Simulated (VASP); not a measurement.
Write the native input for VASP 6.6.1 that does the following.

- Task: single point
- Functional: PBE
- Potentials or basis: VASP PAW PBE potentials, release 64 (Ba_sv, Al, B)
- Cutoff: 520 eV
- k mesh: 4 × 4 × 6
- Occupations: gaussian, width 0.1 eV
- Spin: no spin polarisation
- Dipole correction: no
- Further INCAR settings: ALGO = Normal; EDIFF = 1e-06; NBANDS = 23

The structure of BaAl2B4 lies in POSCAR:

```
BaAl2B4
1.0
    2.2598232311     -7.3774510910      0.0000000000
    2.2598232311      7.3774510910      0.0000000000
    0.0000000000      0.0000000000      3.1365671041
Ba Al B
1 2 4
Direct
    0.0000000000      0.0000000000      0.0000000000
    0.6712718204      0.3287281796      0.5000000000
    0.3287281796      0.6712718204      0.5000000000
    0.8264329705      0.1735670295      0.5000000000
    0.1735670295      0.8264329705      0.5000000000
    0.7916598034      0.2083401966      0.0000000000
    0.2083401966      0.7916598034      0.0000000000
```

The cell was built from a structure type or drawn by symmetry, and may not be a known phase.

One way to write it, as run:

INCAR

```
PREC = Accurate
ENCUT = 520
EDIFF = 1E-6
ISMEAR = 0
SIGMA = 0.1
LREAL = F
LASPH = T
NELM = 80
ALGO = Normal
ISIF = 2
LWAVE = F
LCHARG = F
GGA = PE
NBANDS = 23
```

KPOINTS

```
Automatic mesh
0
Gamma
  4 4 6
```

Potentials or basis: VASP PAW PBE potentials, release 64 (Ba_sv, Al, B).

The run is started by

```sh
$ cat potpaw_PBE.64/Ba_sv/POTCAR potpaw_PBE.64/Al/POTCAR potpaw_PBE.64/B/POTCAR > POTCAR
$ mpirun -np 1 vasp_std > vasp.out
```

It gave:

| Quantity | Value |
| --- | --- |
| Pressure | 0.8 GPa |
| Largest force | 0.084 eV/Å |
| Band gap on the k mesh | zero (bands 14 and 15 overlap by 2.26 eV) |

Caveat: the k points lie up to 0.36 Å⁻¹ apart, too coarse for converged energies and pressures of a metal; spin-orbit coupling is left out, which moves the levels of the heavy elements.

Run time: 62 s on 1 thread of AMD EPYC 9R45 96-Core Processor (Zen 5), on a shared host, peak memory 0.28 GiB.
